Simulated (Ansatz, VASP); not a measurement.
## TaF in VASP and in Ansatz

```
Ta F
1.0
     3.03995    0.00000    0.00000
     0.00000    3.03995    0.00000
     0.00000    0.00000    3.03995
Ta F
1 1
Direct
  0.00000 0.00000 0.00000
  0.50000 0.50000 0.50000
```

Alike in both runs: functional PBE; k mesh 18 × 18 × 18; occupations gaussian, width 0.1 eV; no spin polarisation.

Ansatz relaxed the structure, and its values are those at the end. VASP's run is a single point on that final structure, the one shown.

|  | VASP | Ansatz |
| --- | --- | --- |
| version | VASP 6.6.1 | Ansatz 0.2.0 |
| potentials or method | VASP PAW PBE potentials, release 64 (Ta_pv, F), cutoff 520 eV | scalar-relativistic, plane waves, PAW |
| valence electrons in the cell | 18 | 20 |

```csv
,VASP,Ansatz,Ansatz less VASP
gap on the k mesh at the Fermi level (eV),none,none,-
pressure (GPa),-0.3,0.0,+0.27
```

A gap of «none» marks a metal or a gap that the smearing closes. VASP's potentials hold 18 valence electrons a cell and Ansatz's 20, so a difference there can come from the potentials and not from the codes.

Spin-orbit coupling is off throughout.
